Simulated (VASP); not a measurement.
ZrO2 (Cubic zirconia): relaxation of cell and atoms with PBE+D3(BJ)

The system is ZrO2 (Cubic zirconia).

```xyz
3
Lattice="0.0000 2.5579 2.5579 2.5579 0.0000 2.5579 2.5579 2.5579 0.0000" Properties=species:S:1:pos:R:3 pbc="T T T"
Zr    0.0000    0.0000    0.0000
O     1.2789    1.2789    1.2789
O     3.8368    3.8368    3.8368
```

- Program: VASP 6.6.1
- Task: relaxation of cell and atoms
- Functional: PBE
- Dispersion: D3(BJ)
- Potentials or basis: VASP PAW PBE potentials, release 64 (Zr_sv, O)
- Cutoff: 600 eV
- k mesh: 8 × 8 × 8
- Occupations: gaussian, width 0.02 eV
- Spin: no spin polarisation
- Dipole correction: no
- Further INCAR settings: ALGO = Normal; EDIFF = 1e-07; IBRION = 2; EDIFFG = -0.005; NSW = 70; ISIF = 3

The relaxed volume is 10.98 Å³/atom, the relaxed cell is a = 3.598 Å, b = 3.598 Å, c = 3.598 Å, α = 60.00°, β = 60.00°, γ = 60.00° and the space group after relaxing (to 0.05 Å) is Fm-3m (No. 225). The energy gained by relaxing is 2.2 meV/atom. The ionic steps are 3. The pressure after relaxing is 0.0 GPa, the band gap on the k mesh is 3.36 eV, indirect (least direct gap 3.80 eV) and the dispersion energy per atom is -0.267 eV.

The path:
```
step  energy change (eV)  largest force (eV/Å)  pressure (GPa)  volume (Å³)
   1              0.0000                0.0000           -3.85        33.47
   2              0.0066                0.0000            5.84        32.19
   3             -0.0066                0.0000           -0.02        32.93
```

Final structure:
```yaml
crystal:
  lattice:
    - [0.00000, 2.54410, 2.54410]
    - [2.54410, 0.00000, 2.54410]
    - [2.54410, 2.54410, 0.00000]
  atoms:
    - { symbol: Zr, position: [0.00000, 0.00000, 0.00000] }
    - { symbol: O, position: [0.25000, 0.25000, 0.25000] }
    - { symbol: O, position: [0.75000, 0.75000, 0.75000] }
```

Levels at points of the mesh, in eV from the valence-band top:
```
           k point  band 9  band 10  band 11  band 12  band 13  band 14  band 15  band 16
(0.00, 0.00, 0.00)   -5.24    -0.53    -0.53    -0.53     3.36     3.36     6.59     9.38
(0.50, 0.00, 0.00)   -2.53    -2.47    -1.64    -1.64     4.00     4.00     6.10     8.47
(0.50, 0.50, 0.00)   -3.15    -1.51    -1.51     0.00     3.80     4.74     5.84     7.29
```

Wall time 54 s on 1 thread of AMD EPYC 9R45 (Zen 5), on a shared host, peak memory 0.16 GiB.

A k mesh can miss the band edges. Expect the measured gap to be larger: semilocal functionals such as PBE lack the derivative discontinuity.
